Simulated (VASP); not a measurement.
PbO:

```
CELL_PARAMETERS angstrom
3.97440 0.00000 0.00000
0.00000 3.97440 0.00000
0.00000 0.00000 5.02200
ATOMIC_POSITIONS crystal
Pb 0.00000 0.50000 0.23510
Pb 0.50000 0.00000 0.76490
O 0.00000 0.00000 0.00000
O 0.50000 0.50000 0.00000
```

Base run:

```yaml
Program: VASP 6.6.1
Functional: r2SCAN
Potentials_or_basis: VASP PAW PBE potentials, release 64 (Pb_d, O)
Cutoff: 520 eV
k_mesh: 8 × 8 × 7
Occupations: fermi-dirac, width 0.01 eV
Spin: no spin polarisation
```

Its results: band gap on the k mesh 1.56 eV (least direct gap 2.72 eV); pressure 2.1 GPa; largest force 0.192 eV/Å.

Problem. The run is repeated on the same cell with these changes: functional from r2SCAN to PBE. What comes out?

Solution. Band gap on the k mesh 1.25 eV (least direct gap 2.32 eV); pressure 4.9 GPa; largest force 0.496 eV/Å.

Caveats: spin-orbit coupling is left out, which moves the levels of the heavy elements; the PAW data sets were made with another functional, which shifts forces and pressure a little (at least some runs); the cell stands under pressure (at least some runs).

A k mesh can miss the band edges.
